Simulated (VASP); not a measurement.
Wanted: the native input for a VASP 6.6.1 run.

* Task: single point
* Functional: PBE
* Potentials or basis: VASP PAW PBE potentials, release 64 (Si, C)
* Cutoff: 520 eV
* k mesh: 10 × 10 × 10
* Occupations: gaussian, width 0.05 eV
* Spin: no spin polarisation
* Dipole correction: no
* Further INCAR settings: ALGO = Normal; EDIFF = 1e-07; NBANDS = 11

The structure of SiC lies in POSCAR:

```
SiC
1.0
    0.0000000000      2.1898586930      2.1898586930
    2.1898586930      0.0000000000      2.1898586930
    2.1898586930      2.1898586930      0.0000000000
Si C
1 1
Direct
    0.0000000000      0.0000000000      0.0000000000
    0.7500000000      0.7500000000      0.7500000000
```

One way to write it, as run:

INCAR

```
SYSTEM = SiC
PREC = Accurate
ENCUT = 520
EDIFF = 1E-7
ISMEAR = 0
SIGMA = 0.05
LREAL = .False.
LASPH = .True.
NELM = 100
ALGO = Normal
ISIF = 2
LWAVE = .False.
LCHARG = .True.
GGA = PE
LELF = .True.
LVHAR = .True.
NBANDS = 11
```

KPOINTS

```
Automatic mesh
0
Gamma
  10 10 10
  0 0 0
```

Potentials or basis: VASP PAW PBE potentials, release 64 (Si, C).

Run with:

```bash
$ cat potpaw_PBE.64/Si/POTCAR potpaw_PBE.64/C/POTCAR > POTCAR
$ mpirun -np 1 vasp_std > vasp.out
```

Results of the run:

```
Pressure               : 0.0 GPa
Band gap on the k mesh : 1.37 eV, indirect (least direct gap 4.53 eV)
```

Run time: 6.6 s on 1 thread of Intel(R) Xeon(R) Platinum 8259CL CPU @ 2.50GHz (Skylake/Cascade Lake) (shared host), peak memory 0.13 GiB.
